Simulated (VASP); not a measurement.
# Au (Im-3m) in VASP: notebook

Aim: see how the results for Au move with the level of theory and the settings. Levels: r2SCAN, LDA. Tasks: single point.

Program: VASP 6.6.1. These are calculated values, not measurements. Logs are shortened: lines on timing, memory, paths and dates and some standing lists are left out, and cuts for length are marked.

### 1 The cell of the first run

The structure is cubic, space group Im-3m (No. 229). Conventional cell: a = 3.292 Å, b = 3.292 Å, c = 3.292 Å, α = 90.00°, β = 90.00°, γ = 90.00°. Within 3.8 Å of Au (site symmetry m-3m) lie 14 Au at 2.85 to 3.29 Å.

### 2 Single point, r2SCAN

The input, POSCAR:

```
Au
1.0
   -1.6461460541      1.6461460541      1.6461460541
    1.6461460541     -1.6461460541      1.6461460541
    1.6461460541      1.6461460541     -1.6461460541
Au
1
Direct
    0.0000000000      0.0000000000      0.0000000000
```

The input, INCAR.step1:

```
SYSTEM = Au
PREC = Accurate
ENCUT = 520
ISMEAR = -1
SIGMA = 0.05
LREAL = .False.
LASPH = .True.
NELM = 60
NBANDS = 12
GGA = PE
ALGO = Normal
EDIFF = 1E-4
LWAVE = .True.
LCHARG = .False.
```

The input, INCAR.step2:

```
SYSTEM = Au
PREC = Accurate
ENCUT = 520
EDIFF = 1E-7
ISMEAR = -1
SIGMA = 0.05
LREAL = .False.
LASPH = .True.
NELM = 60
ALGO = Normal
ISIF = 2
LWAVE = .False.
LCHARG = .False.
METAGGA = R2SCAN
LMIXTAU = .True.
NBANDS = 12
ISTART = 1
```

The input, KPOINTS:

```
regular mesh
0
Gamma
  11 11 11
  0 0 0
```

Potentials or basis: VASP PAW PBE potentials, release 64 (Au).

The run is started by

```bash
> cat potpaw_PBE.64/Au/POTCAR > POTCAR
> cp INCAR.step1 INCAR
> mpirun -np 1 vasp_std > vasp.out
> cp INCAR.step2 INCAR
> mpirun -np 1 vasp_std > vasp.out
```

OUTCAR:

```text
SYSTEM = Au
   PREC = Accurate
   ENCUT = 520
   EDIFF = 1E-7
   ISMEAR = -1
   LREAL = .False.
   LASPH = .True.
   NELM = 60
   ISIF = 2
   METAGGA = R2SCAN
   ISTART = 1

 ion  position               nearest neighbor table
   1  0.000  0.000  0.000-

  LATTYP: Found a body centered cubic cell.
 ALAT       =     3.2922921082

  Lattice vectors:

 A1 = (  -1.6461460541,   1.6461460541,   1.6461460541)
 A2 = (   1.6461460541,  -1.6461460541,   1.6461460541)
 A3 = (   1.6461460541,   1.6461460541,  -1.6461460541)

Analysis of symmetry for initial positions (statically):
=====================================================================
 Subroutine PRICEL returns:
 Original cell was already a primitive cell.

 Routine SETGRP: Setting up the symmetry group for a
 body centered cubic supercell.

 Subroutine GETGRP returns: Found 48 space group operations
 (whereof 48 operations were pure point group operations)
 out of a pool of 48 trial point group operations.

The static configuration has the point symmetry O_h .

Analysis of symmetry for dynamics (positions and initial velocities):
=====================================================================
 Subroutine PRICEL returns:
 Original cell was already a primitive cell.

 Routine SETGRP: Setting up the symmetry group for a
 body centered cubic supercell.

 Subroutine GETGRP returns: Found 48 space group operations
 (whereof 48 operations were pure point group operations)
 out of a pool of 48 trial point group operations.

The dynamic configuration has the point symmetry O_h .

 Subroutine INISYM returns: Found 48 space group operations
 (whereof 48 operations are pure point group operations),
 and found     1 'primitive' translations

----------------------------------------------------------------------------------------

                                     Primitive cell

  volume of cell :      17.8429

  direct lattice vectors                    reciprocal lattice vectors
    -1.646146054  1.646146054  1.646146054     0.000000000  0.303739756  0.303739756
     1.646146054 -1.646146054  1.646146054     0.303739756  0.000000000  0.303739756
     1.646146054  1.646146054 -1.646146054     0.303739756  0.303739756  0.000000000

  length of vectors
     2.851208602  2.851208602  2.851208602     0.429552882  0.429552882  0.429552882

  position of ions in fractional coordinates (direct lattice)
     0.000000000  0.000000000  0.000000000

  ion indices of the primitive-cell ions
   primitive index   ion index
                 1           1

----------------------------------------------------------------------------------------

 KPOINTS: regular mesh

Automatic generation of k-mesh.
 Grid dimensions read from file:
 generate k-points for:   11   11   11

 Generating k-lattice:

  Cartesian coordinates                     Fractional coordinates (reciprocal lattice)
     0.000000000  0.027612705  0.027612705     0.090909091  0.000000000  0.000000000
     0.027612705  0.000000000  0.027612705     0.000000000  0.090909091  0.000000000
     0.027612705  0.027612705  0.000000000     0.000000000  0.000000000  0.090909091

  Length of vectors
     0.039050262  0.039050262  0.039050262

  Shift w.r.t. Gamma in fractional coordinates (k-lattice)
     0.000000000  0.000000000  0.000000000

 Subroutine IBZKPT returns following result:
 ===========================================

 Found     56 irreducible k-points:

 Following reciprocal coordinates:
            Coordinates               Weight
  0.000000  0.000000  0.000000      1.000000
  0.090909  0.000000  0.000000     12.000000
  0.181818  0.000000  0.000000     12.000000
  0.272727  0.000000  0.000000     12.000000
  0.363636  0.000000  0.000000     12.000000
  0.454545  0.000000  0.000000     12.000000
[... 16 lines left out ...]
  0.272727  0.181818  0.090909     48.000000
  0.363636  0.181818  0.090909     24.000000
 [... further k-points ...]
   k-points           NKPTS =     56   k-points in BZ     NKDIM =     56   number of bands    NBANDS=     12
   number of dos      NEDOS =    301   number of ions     NIONS =      1
   total plane-waves  NPLWV =  13824
   dimension x,y,z NGX =    24 NGY =   24 NGZ =   24
   dimension x,y,z NGXF=    48 NGYF=   48 NGZF=   48
   ions per type =               1
   NGX,Y,Z   is equivalent  to a cutoff of  13.99, 13.99, 13.99 a.u.
   NGXF,Y,Z  is equivalent  to a cutoff of  27.99, 27.99, 27.99 a.u.
 SYSTEM =  Au
   PREC   = accura    normal or accurate (medium, high low for compatibility)
   ISTART =      1    job   : 0-new  1-cont  2-samecut
   ICHARG =      0    charge: 1-file 2-atom 10-const
   ISPIN  =      1    spin polarized calculation?
   LNONCOLLINEAR =      F non collinear calculations
   LSORBIT =      F    spin-orbit coupling
   LASPH  =      T    aspherical Exc in radial PAW
   ENCUT  =  520.0 eV  38.22 Ry    6.18 a.u.   5.30  5.30  5.30*2*pi/ulx,y,z
   NELM   =     60;   NELMIN=  2; NELMDL=  0     # of ELM steps
   EDIFF  = 0.1E-06   stopping-criterion for ELM
   LREAL  =      F    real-space projection
   EDIFFG = 0.1E-05   stopping-criterion for IOM
   NSW    =      0    number of steps for IOM
   IBRION =     -1    ionic relax: 0-MD 1-quasi-New 2-CG
   NFREE  =      0    steps in history (QN), initial steepest desc. (CG)
   ISIF   =      2    stress and relaxation
   ISYM   =      2    0-nonsym 1-usesym 2-fastsym
   POTIM  = 0.5000    time-step for ionic-motion
   TEBEG  =    0.0;   TEEND  =   0.0 temperature during run
   PSTRESS=    0.0 pullay stress
   NELECT =      11.0000    total number of electrons
   NUPDOWN=      -1.0000    fix difference up-down
   EMIN   =  10.00;   EMAX   =-10.00  energy-range for DOS
   EFERMI =   0.00;   METHOD = LEGACY
   ISMEAR =    -1;   SIGMA  =   0.05  broadening in eV -4-tet -1-fermi 0-gaus
   EFERMI_NEDOS =   21; number of points for ismear=-14 and -15
   IALGO  =     38    algorithm
   IMIX   =      4    mixing-type and parameters
     AMIX     =   0.40;   BMIX     =  1.00
     AMIX_MAG =   1.60;   BMIX_MAG =  1.00
  volume/ion in A,a.u.               =      17.84       120.41
  Fermi-wavevector in a.u.,A,eV,Ry     =   1.393319  2.632992 26.413522  1.941339
  Thomas-Fermi vector in A             =   2.516977
   LORBIT       =      0    0 simple, 1 ext, 2 COOP (PROOUT), +10 PAW based schemes
   METAGGA = R2SCAN    functional components
   LHFCALC =     F    Hartree Fock is set to
   AEXX    =    0.0000 exact exchange contribution
   IVDW    =     0    specifies the selected vdW correction
   LEPSILON=     F    determine dielectric tensor
   LRPA    =     F    only Hartree local field effects (RPA)
 non-spin polarized calculation
  energy-cutoff  :      520.00
  volume of cell :       17.84
 maximum number of plane-waves:       488
 NGX is ok and might be reduce to    24
   NGX = 11   NGY = 11   NGZ = 11

 number of electron      11.0000000 magnetization

 Free energy of the ion-electron system (eV)
  ---------------------------------------------------
  ext. energy  EPLUGINS =         0.00000000
  ---------------------------------------------------
  free energy    TOTEN  =       -50.57103493 eV

  energy without entropy =      -50.56545330  energy(sigma->0) =      -50.56824411

 E-fermi :   8.4891     XC(G=0): -13.2936

 val. band max:        8.4845114685   @ k =  -0.3636   0.3636   0.2727
 cond. band min:       8.5057346237   @ k =  -0.2727   0.4545   0.0909
 fundamental gap:      0.0212231552
 Fermi energy:         8.4891412449

 k-point     1 :       0.0000    0.0000    0.0000
  band No.  band energies     occupation
      1      -0.9904      2.00000
      2       3.7099      2.00000
      3       3.7099      2.00000
      4       3.7099      2.00000
      5       5.5493      2.00000
      6       5.5493      2.00000
      7      25.9944      0.00000
      8      25.9944      0.00000
      9      25.9944      0.00000
     10      33.0090      0.00000
     11      33.0090      0.00000
     12      33.0090      0.00000

 k-point     2 :       0.0909    0.0000    0.0000
  band No.  band energies     occupation
      1      -0.6891      2.00000
      2       3.6198      2.00000
      3       3.7205      2.00000
      4       3.9179      2.00000
      5       5.4472      2.00000
      6       5.5553      2.00000
      7      25.8160      0.00000
      8      26.0188      0.00000
      9      26.3611      0.00000
     10      30.6033      0.00000
     11      30.9179      0.00000
     12      31.9279      0.00000

 k-point     3 :       0.1818    0.0000    0.0000
  band No.  band energies     occupation
      1       0.1380      2.00000
      2       3.3862      2.00000
      3       3.7578      2.00000
      4       4.5104      2.00000
      5       5.2783      2.00000
      6       5.5778      2.00000
      7      23.8010      0.00000
      8      25.3699      0.00000
      9      27.3744      0.00000
     10      29.0263      0.00000
     11      29.4632      0.00000
     12      30.1256      0.00000

 k-point     4 :       0.2727    0.0000    0.0000
  band No.  band energies     occupation
      1       1.1085      2.00000
      2       3.0958      2.00000
      3       4.1018      2.00000
      4       5.2631      2.00000
      5       5.3804      2.00000
      6       5.6213      2.00000
      7      19.9597      0.00000
      8      23.8431      0.00000
      9      26.7021      0.00000
     10      28.7762      0.00000
     11      29.3738      0.00000
     12      31.4792      0.00000

 k-point     5 :       0.3636    0.0000    0.0000
  band No.  band energies     occupation
      1       1.5087      2.00000
      2       2.8428      2.00000
      3       5.1867      2.00000
      4       5.6762      2.00000
      5       5.7100      2.00000
      6       6.3110      2.00000
      7      16.0226      0.00000
      8      22.4900      0.00000
      9      24.3502      0.00000
     10      30.0439      0.00000
     11      30.1481      0.00000
     12      33.5976      0.00000
[... 228 lines left out ...]
      1      -0.3911      2.00000
      2       3.7459      2.00000
      3       3.7459      2.00000
      4       3.9155      2.00000
      5       5.2109      2.00000
      6       5.6715      2.00000
      7      25.4883      0.00000
      8      26.6004      0.00000
      9      26.6004      0.00000
     10      27.9797      0.00000
     11      31.2446      0.00000
     12      31.2446      0.00000

 k-point    22 :       0.1818    0.1818    0.0909
  band No.  band energies     occupation
      1       2.3854      2.00000
      2       3.0645      2.00000
      3       3.2523      2.00000
      4       5.4712      2.00000
      5       5.6670      2.00000
      6       7.9627      1.99995
      7      17.2670      0.00000
      8      20.0335      0.00000
      9      21.5868      0.00000
     10      29.7346      0.00000
     11      34.3743      0.00000
     12      35.3439      0.00000

 k-point    23 :       0.2727    0.1818    0.0909
  band No.  band energies     occupation
      1       2.4194      2.00000
      2       2.9343      2.00000
      3       4.0975      2.00000
      4       5.5536      2.00000
      5       5.7421      2.00000
      6       9.7812      0.00000
      7      14.4009      0.00000
      8      18.4194      0.00000
      9      20.8348      0.00000
     10      30.9097      0.00000
     11      33.6675      0.00000
     12      35.2874      0.00000

 k-point    24 :       0.3636    0.1818    0.0909
  band No.  band energies     occupation
      1       2.3718      2.00000
      2       2.8826      2.00000
      3       4.5560      2.00000
      4       5.5968      2.00000
      5       5.7804      2.00000
      6      11.7006      0.00000
      7      12.0606      0.00000
      8      17.8142      0.00000
      9      20.5684      0.00000
     10      31.4791      0.00000
     11      33.2108      0.00000
     12      35.2894      0.00000

 [... further k-points ...]
[... 5 lines left out ...]
  --------------------------------------------------------------------------------------
  -------------------------------------------------------------------------------------
  Total       -0.1344339     -0.1344339     -0.1344339      0.0000000      0.0000000     -0.0000000
  in kB      -12.0713112    -12.0713112    -12.0713112      0.0000000      0.0000000     -0.0000000
  external PRESSURE =     -12.0713112 kB  Pullay stress =       0.0000000 kB

 VOLUME and BASIS-vectors are now :
 -----------------------------------------------------------------------------
  energy-cutoff  :      520.00
  volume of cell :       17.84
      direct lattice vectors                 reciprocal lattice vectors
    -1.646146054  1.646146054  1.646146054     0.000000000  0.303739756  0.303739756
     1.646146054 -1.646146054  1.646146054     0.303739756  0.000000000  0.303739756
     1.646146054  1.646146054 -1.646146054     0.303739756  0.303739756  0.000000000

 POSITION                                       TOTAL-FORCE (eV/Angst)
 -----------------------------------------------------------------------------------
      0.00000      0.00000      0.00000         0.000000     -0.000000      0.000000
 -----------------------------------------------------------------------------------
    total drift:                               -0.000000     -0.000000      0.000000

  FREE ENERGIE OF THE ION-ELECTRON SYSTEM (eV)
  ---------------------------------------------------
  free  energy   TOTEN  =       -50.5710349314 eV

  energy  without entropy=      -50.5654532951  energy(sigma->0) =      -50.56824411
```

Wall time 52 s (1 thread of AMD EPYC 7R13 (Zen 3), shared host); peak memory 0.12 GiB.

What came out:

```
Free energy : -50.5710 eV
Pressure    : -1.2 GPa
```

Levels at points of the mesh, in eV from the Fermi level:
```csv
k point,band 3,band 4,band 5,band 6,band 7,band 8,band 9,band 10
"(0.00, 0.00, 0.00)",-4.78,-4.78,-2.94,-2.94,17.51,17.51,17.51,24.52
```

Caveat: the PAW data sets were made with another functional, which shifts forces and pressure a little; spin-orbit coupling is left out, which moves the levels of the heavy elements.

### 3 Single point, r2SCAN

This run uses another cell than the first one, of 19.30 Å³/atom, 1.082 times its volume.

The input, POSCAR:

```
Au
1.0
   -1.6897727226      1.6897727226      1.6897727226
    1.6897727226     -1.6897727226      1.6897727226
    1.6897727226      1.6897727226     -1.6897727226
Au
1
Direct
    0.0000000000      0.0000000000      0.0000000000
```

The input, INCAR.step1:

```
SYSTEM = Au
PREC = Accurate ; ENCUT = 520
ISMEAR = -1 ; SIGMA = 0.05
LREAL = .False. ; LASPH = .True.
NELM = 60 ; NBANDS = 12
GGA = PE ; ALGO = Normal
EDIFF = 1E-4 ; LWAVE = .True.
LCHARG = .False.
```

The input, INCAR.step2:

```
SYSTEM = Au
PREC = Accurate ; ENCUT = 520
EDIFF = 1E-6 ; ISMEAR = -1
SIGMA = 0.05 ; LREAL = .False.
LASPH = .True. ; NELM = 60
ALGO = Normal ; ISIF = 2
LWAVE = .False. ; LCHARG = .True.
METAGGA = R2SCAN ; LMIXTAU = .True.
LELF = .True. ; LVHAR = .True.
NBANDS = 12 ; ISTART = 1
```

The input, KPOINTS:

```
Automatic mesh
0
Gamma
  11 11 11
  0 0 0
```

Potentials or basis: VASP PAW PBE potentials, release 64 (Au).

The run is started by

```bash
> cat potpaw_PBE.64/Au/POTCAR > POTCAR
> cp INCAR.step1 INCAR
> mpirun -np 1 vasp_std > vasp.out
> cp INCAR.step2 INCAR
> mpirun -np 1 vasp_std > vasp.out
```

Run time: 50 s. Hardware: 1 thread of AMD EPYC 7R13 (Zen 3), shared host; peak memory 0.12 GiB.

The run converged. Its results:

| Quantity | Value |
| --- | --- |
| Free energy | -50.5165 eV |
| Pressure | -10.1 GPa |

Levels at points of the mesh, in eV from the Fermi level:
| k point | band 3 | band 4 | band 5 | band 6 | band 7 | band 8 | band 9 | band 10 |
| --- | --- | --- | --- | --- | --- | --- | --- | --- |
| (0.00, 0.00, 0.00) | -4.38 | -4.38 | -2.77 | -2.77 | 17.42 | 17.42 | 17.42 | 23.07 |

Caveat: the PAW data sets were made with another functional, which shifts forces and pressure a little; spin-orbit coupling is left out, which moves the levels of the heavy elements.

(Continued in part 2 of 2.)
